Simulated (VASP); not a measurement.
# Nb (Im-3m) in VASP: a series of runs

Runs on Nb. Level: PBE. Tasks: single point.

Program: VASP 6.6.1. These are calculated values, not measurements. Logs are shortened: lines on timing, memory, paths and dates and some standing lists are left out, and cuts for length are marked.

**1. The cell of the first run**

Symmetry: Im-3m, No. 229, cubic system. Conventional cell: a = 3.271 Å, b = 3.271 Å, c = 3.271 Å, α = 90.00°, β = 90.00°, γ = 90.00°. Within 3.7 Å of Nb (site symmetry m-3m) lie 14 Nb at 2.83 to 3.27 Å.

**2. Single point, PBE (volume scaled by 0.95)**

INCAR reads:

```
SYSTEM = Nb
PREC = Accurate ; ENCUT = 520
EDIFF = 1E-7 ; ISMEAR = -1
SIGMA = 0.03 ; LREAL = .False.
LASPH = .True. ; NELM = 100
ALGO = Normal ; ISIF = 2
LWAVE = .False. ; LCHARG = .False.
GGA = PE ; NBANDS = 12
```

KPOINTS reads:

```
regular mesh
0
Gamma
  15 15 15
  0 0 0
```

POSCAR reads:

```
Nb
1.0
   -1.6357420082      1.6357420082      1.6357420082
    1.6357420082     -1.6357420082      1.6357420082
    1.6357420082      1.6357420082     -1.6357420082
Nb
1
Direct
    0.0000000000      0.0000000000      0.0000000000
```

Potentials or basis: VASP PAW PBE potentials, release 64 (Nb_sv).

Started as:

```sh
$ cat potpaw_PBE.64/Nb_sv/POTCAR > POTCAR
$ mpirun -np 1 vasp_std > vasp.out
```

OUTCAR:

```text
SYSTEM = Nb
   PREC = Accurate
   ENCUT = 520
   EDIFF = 1E-7
   ISMEAR = -1
   LREAL = .False.
   LASPH = .True.
   NELM = 100
   ISIF = 2
   GGA = PE

 ion  position               nearest neighbor table
   1  0.000  0.000  0.000-

  LATTYP: Found a body centered cubic cell.
 ALAT       =     3.2714840164

  Lattice vectors:

 A1 = (  -1.6357420082,   1.6357420082,   1.6357420082)
 A2 = (   1.6357420082,  -1.6357420082,   1.6357420082)
 A3 = (   1.6357420082,   1.6357420082,  -1.6357420082)

Analysis of symmetry for initial positions (statically):
=====================================================================
 Subroutine PRICEL returns:
 Original cell was already a primitive cell.

 Routine SETGRP: Setting up the symmetry group for a
 body centered cubic supercell.

 Subroutine GETGRP returns: Found 48 space group operations
 (whereof 48 operations were pure point group operations)
 out of a pool of 48 trial point group operations.

The static configuration has the point symmetry O_h .

Analysis of symmetry for dynamics (positions and initial velocities):
=====================================================================
 Subroutine PRICEL returns:
 Original cell was already a primitive cell.

 Routine SETGRP: Setting up the symmetry group for a
 body centered cubic supercell.

 Subroutine GETGRP returns: Found 48 space group operations
 (whereof 48 operations were pure point group operations)
 out of a pool of 48 trial point group operations.

The dynamic configuration has the point symmetry O_h .

 Subroutine INISYM returns: Found 48 space group operations
 (whereof 48 operations are pure point group operations),
 and found     1 'primitive' translations

----------------------------------------------------------------------------------------

                                     Primitive cell

  volume of cell :      17.5067

  direct lattice vectors                    reciprocal lattice vectors
    -1.635742008  1.635742008  1.635742008     0.000000000  0.305671675  0.305671675
     1.635742008 -1.635742008  1.635742008     0.305671675  0.000000000  0.305671675
     1.635742008  1.635742008 -1.635742008     0.305671675  0.305671675  0.000000000

  length of vectors
     2.833188266  2.833188266  2.833188266     0.432285029  0.432285029  0.432285029

  position of ions in fractional coordinates (direct lattice)
     0.000000000  0.000000000  0.000000000

  ion indices of the primitive-cell ions
   primitive index   ion index
                 1           1

----------------------------------------------------------------------------------------

 KPOINTS: regular mesh

Automatic generation of k-mesh.
 Grid dimensions read from file:
 generate k-points for:   15   15   15

 Generating k-lattice:

  Cartesian coordinates                     Fractional coordinates (reciprocal lattice)
     0.000000000  0.020378112  0.020378112     0.066666667  0.000000000  0.000000000
     0.020378112  0.000000000  0.020378112     0.000000000  0.066666667  0.000000000
     0.020378112  0.020378112  0.000000000     0.000000000  0.000000000  0.066666667

  Length of vectors
     0.028819002  0.028819002  0.028819002

  Shift w.r.t. Gamma in fractional coordinates (k-lattice)
     0.000000000  0.000000000  0.000000000

 Subroutine IBZKPT returns following result:
 ===========================================

 Found    120 irreducible k-points:

 Following reciprocal coordinates:
            Coordinates               Weight
  0.000000  0.000000  0.000000      1.000000
  0.066667  0.000000  0.000000     12.000000
  0.133333  0.000000  0.000000     12.000000
  0.200000  0.000000  0.000000     12.000000
  0.266667  0.000000  0.000000     12.000000
  0.333333  0.000000  0.000000     12.000000
[... 16 lines left out ...]
  0.333333  0.200000  0.000000     48.000000
  0.400000  0.200000  0.000000     24.000000
 [... further k-points ...]
   k-points           NKPTS =    120   k-points in BZ     NKDIM =    120   number of bands    NBANDS=     12
   number of dos      NEDOS =    301   number of ions     NIONS =      1
   total plane-waves  NPLWV =  13824
   dimension x,y,z NGX =    24 NGY =   24 NGZ =   24
   dimension x,y,z NGXF=    48 NGYF=   48 NGZF=   48
   ions per type =               1
   NGX,Y,Z   is equivalent  to a cutoff of  14.08, 14.08, 14.08 a.u.
   NGXF,Y,Z  is equivalent  to a cutoff of  28.17, 28.17, 28.17 a.u.
 SYSTEM =  Nb
   PREC   = accura    normal or accurate (medium, high low for compatibility)
   ISTART =      0    job   : 0-new  1-cont  2-samecut
   ICHARG =      2    charge: 1-file 2-atom 10-const
   ISPIN  =      1    spin polarized calculation?
   LNONCOLLINEAR =      F non collinear calculations
   LSORBIT =      F    spin-orbit coupling
   LASPH  =      T    aspherical Exc in radial PAW
   ENCUT  =  520.0 eV  38.22 Ry    6.18 a.u.   5.27  5.27  5.27*2*pi/ulx,y,z
   NELM   =    100;   NELMIN=  2; NELMDL= -5     # of ELM steps
   EDIFF  = 0.1E-06   stopping-criterion for ELM
   LREAL  =      F    real-space projection
   EDIFFG = 0.1E-05   stopping-criterion for IOM
   NSW    =      0    number of steps for IOM
   IBRION =     -1    ionic relax: 0-MD 1-quasi-New 2-CG
   NFREE  =      0    steps in history (QN), initial steepest desc. (CG)
   ISIF   =      2    stress and relaxation
   ISYM   =      2    0-nonsym 1-usesym 2-fastsym
   POTIM  = 0.5000    time-step for ionic-motion
   TEBEG  =    0.0;   TEEND  =   0.0 temperature during run
   PSTRESS=    0.0 pullay stress
   NELECT =      13.0000    total number of electrons
   NUPDOWN=      -1.0000    fix difference up-down
   EMIN   =  10.00;   EMAX   =-10.00  energy-range for DOS
   EFERMI =   0.00;   METHOD = LEGACY
   ISMEAR =    -1;   SIGMA  =   0.03  broadening in eV -4-tet -1-fermi 0-gaus
   EFERMI_NEDOS =   21; number of points for ismear=-14 and -15
   IALGO  =     38    algorithm
   IMIX   =      4    mixing-type and parameters
     AMIX     =   0.40;   BMIX     =  1.00
     AMIX_MAG =   1.60;   BMIX_MAG =  1.00
  volume/ion in A,a.u.               =      17.51       118.14
  Fermi-wavevector in a.u.,A,eV,Ry     =   1.482476  2.801474 29.902020  2.197737
  Thomas-Fermi vector in A             =   2.596258
   LORBIT       =      0    0 simple, 1 ext, 2 COOP (PROOUT), +10 PAW based schemes
   GGA     = PE    functional components
   LHFCALC =     F    Hartree Fock is set to
   AEXX    =    0.0000 exact exchange contribution
   IVDW    =     0    specifies the selected vdW correction
   LEPSILON=     F    determine dielectric tensor
   LRPA    =     F    only Hartree local field effects (RPA)
 non-spin polarized calculation
  energy-cutoff  :      520.00
  volume of cell :       17.51
 maximum number of plane-waves:       481
 NGX is ok and might be reduce to    24
   NGX = 11   NGY = 11   NGZ = 11

 number of electron      13.0000001 magnetization

 Free energy of the ion-electron system (eV)
  ---------------------------------------------------
  ext. energy  EPLUGINS =         0.00000000
  ---------------------------------------------------
  free energy    TOTEN  =       -10.20460480 eV

  energy without entropy =      -10.19993001  energy(sigma->0) =      -10.20226740

 E-fermi :  11.5796     XC(G=0): -12.6487

 val. band max:       11.5678128844   @ k =  -0.2000   0.2000   0.0667
 cond. band min:      11.5813620988   @ k =  -0.1333   0.2000   0.0667
 fundamental gap:      0.0135492144
 Fermi energy:        11.5795990328

 k-point     1 :       0.0000    0.0000    0.0000
  band No.  band energies     occupation
      1     -42.7592      2.00000
      2     -17.9918      2.00000
      3     -17.9918      2.00000
      4     -17.9918      2.00000
      5       5.5832      2.00000
      6      11.9349      0.00001
      7      11.9349      0.00001
      8      11.9349      0.00001
      9      14.9399      0.00000
     10      14.9399      0.00000
     11      25.8782      0.00000
     12      25.8782      0.00000

 k-point     2 :       0.0667    0.0000    0.0000
  band No.  band energies     occupation
      1     -42.7476      2.00000
      2     -18.0612      2.00000
      3     -18.0127      2.00000
      4     -17.9924      2.00000
      5       5.7732      2.00000
      6      11.8168      0.00074
      7      11.9062      0.00004
      8      12.1171      0.00000
      9      14.7574      0.00000
     10      14.9397      0.00000
     11      26.0365      0.00000
     12      26.2065      0.00000

 k-point     3 :       0.1333    0.0000    0.0000
  band No.  band energies     occupation
      1     -42.7147      2.00000
      2     -18.2545      2.00000
      3     -18.0714      2.00000
      4     -17.9942      2.00000
      5       6.3036      2.00000
      6      11.5019      1.86047
      7      11.7770      0.00277
      8      12.6538      0.00000
      9      14.4286      0.00000
     10      14.9528      0.00000
     11      26.3872      0.00000
     12      27.1474      0.00000
[... 286 lines left out ...]
 k-point    23 :       0.3333    0.2000    0.0000
  band No.  band energies     occupation
      1     -42.4725      2.00000
      2     -19.2712      2.00000
      3     -18.6380      2.00000
      4     -18.1419      2.00000
      5       8.8046      2.00000
      6      10.1092      2.00000
      7      11.7430      0.00859
      8      14.7428      0.00000
      9      15.9098      0.00000
     10      19.7182      0.00000
     11      23.3663      0.00000
     12      25.1769      0.00000

 k-point    24 :       0.4000    0.2000    0.0000
  band No.  band energies     occupation
      1     -42.4626      2.00000
      2     -19.2955      2.00000
      3     -18.6777      2.00000
      4     -18.1450      2.00000
      5       8.7502      2.00000
      6      10.0937      2.00000
      7      11.9450      0.00001
      8      14.8244      0.00000
      9      16.0282      0.00000
     10      20.3413      0.00000
     11      22.8249      0.00000
     12      24.7290      0.00000

 [... further k-points ...]
[... 5 lines left out ...]
  --------------------------------------------------------------------------------------
  -------------------------------------------------------------------------------------
  Total        0.7007879      0.7007879      0.7007879     -0.0000000     -0.0000000      0.0000000
  in kB       64.1346511     64.1346511     64.1346511     -0.0000000     -0.0000000      0.0000000
  external PRESSURE =      64.1346511 kB  Pullay stress =       0.0000000 kB

 VOLUME and BASIS-vectors are now :
 -----------------------------------------------------------------------------
  energy-cutoff  :      520.00
  volume of cell :       17.51
      direct lattice vectors                 reciprocal lattice vectors
    -1.635742008  1.635742008  1.635742008     0.000000000  0.305671675  0.305671675
     1.635742008 -1.635742008  1.635742008     0.305671675  0.000000000  0.305671675
     1.635742008  1.635742008 -1.635742008     0.305671675  0.305671675  0.000000000

 POSITION                                       TOTAL-FORCE (eV/Angst)
 -----------------------------------------------------------------------------------
      0.00000      0.00000      0.00000         0.000000      0.000000      0.000000
 -----------------------------------------------------------------------------------
    total drift:                                0.000000      0.000000      0.000000

  FREE ENERGIE OF THE ION-ELECTRON SYSTEM (eV)
  ---------------------------------------------------
  free  energy   TOTEN  =       -10.2046047985 eV

  energy  without entropy=      -10.1999300093  energy(sigma->0) =      -10.20226740
```

Run time: 21 s. Hardware: 1 thread of Intel Xeon Platinum 8259CL at 2.50GHz (Skylake/Cascade Lake), shared host; peak memory 0.15 GiB.

Results:

```
Free energy : -10.2046 eV
Pressure    : 6.4 GPa
```

**3. Single point, PBE (volume scaled by 0.975)**

INCAR reads:

```
  PREC = Accurate
  ENCUT = 520
  EDIFF = 1E-7
  ISMEAR = -1
  SIGMA = 0.03
  LREAL = False
  LASPH = True
  NELM = 60
  ALGO = Normal
  ISIF = 2
  LWAVE = False
  LCHARG = False
  GGA = PE
  NBANDS = 12
```

KPOINTS reads:

```
regular mesh
0
Gamma
  15 15 15
```

POSCAR reads:

```
Nb
1.0
   -1.6499665658      1.6499665658      1.6499665658
    1.6499665658     -1.6499665658      1.6499665658
    1.6499665658      1.6499665658     -1.6499665658
Nb
1
Direct
    0.0000000000      0.0000000000      0.0000000000
```

Potentials or basis: VASP PAW PBE potentials, release 64 (Nb_sv).

Started as:

```sh
$ cat potpaw_PBE.64/Nb_sv/POTCAR > POTCAR
$ mpirun -np 1 vasp_std > vasp.out
```

Run time: 20 s. Hardware: 1 thread of Intel Xeon Platinum 8259CL at 2.50GHz (Skylake/Cascade Lake), shared host; peak memory 0.15 GiB.

The run converged. Its results:

```yaml
Free_energy: -10.2162 eV
Pressure: 1.5 GPa
```

Levels at points of the mesh, in eV from the Fermi level:
```tsv
k point	band 3	band 4	band 5	band 6	band 7	band 8	band 9	band 10
(0.00, 0.00, 0.00)	-29.67	-29.67	-5.96	0.36	0.36	0.36	3.27	3.27
```
